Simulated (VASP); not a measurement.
Write the native input for VASP 6.6.1 that does the following.

```
Task                   : relaxation of cell and atoms
Functional             : PBEsol
Potentials or basis    : VASP PAW PBE potentials, release 64 (Cd, S)
Cutoff                 : 600 eV
k mesh                 : 8 × 8 × 8
Occupations            : gaussian, width 0.01 eV
Spin                   : no spin polarisation
Target pressure        : 2 GPa
Dipole correction      : no
Further INCAR settings : ALGO = Normal; EDIFF = 1e-06; IBRION = 2; EDIFFG = -0.002; NSW = 100; ISIF = 3
```

The structure of CdS lies in POSCAR:

```
CdS
1.0
    2.9122860629      2.9122860629      0.0000000000
   -2.9122860629      2.9122860629      0.0000000000
    0.0000000000      2.9122860629      2.9122860629
Cd S
1 1
Direct
    0.0000000000      0.0000000000      0.0000000000
    0.7500000000      0.2500000000      0.5000000000
```

One way to write it, as run:

INCAR

```
ALGO = Normal ; EDIFF = 1E-6
EDIFFG = -0.002 ; ENCUT = 600
GGA = PS ; IBRION = 2
ISIF = 3 ; ISMEAR = 0
LASPH = T ; LCHARG = F
LREAL = F ; LWAVE = F
NELM = 60 ; NSW = 100
PREC = Accurate ; PSTRESS = 20.0
SIGMA = 0.01
```

KPOINTS

```
k-points
0
Gamma
  8 8 8
```

Potentials or basis: VASP PAW PBE potentials, release 64 (Cd, S).

The run is started by

```console
$ cat potpaw_PBE.64/Cd/POTCAR potpaw_PBE.64/S/POTCAR > POTCAR
$ mpirun -np 1 vasp_std > vasp.out
```

Results of the run:

```yaml
Relaxed_volume: 24.10 Å³/atom
Relaxed_cell: a = 4.085 Å, b = 4.085 Å, c = 4.085 Å, α = 60.00°, β = 60.00°, γ = 90.00°
Space_group_after_relaxing_to_0.1_Å: F-43m (No. 216)
Energy_change_on_relaxing_the_run_minimises_the_enthalpy: +4.3 meV/atom
Ionic_steps: 8
Pressure_after_relaxing: 2.0 GPa
Band_gap_on_the_k_mesh: 1.07 eV
```

Caveat: the cell is relaxed towards a set pressure, so the run minimises the enthalpy, not the energy; the PAW data sets were made with another functional, which shifts forces and pressure a little.

Wall time 2 min on 1 thread of Intel Xeon 8259CL (shared host), peak memory 0.23 GiB.
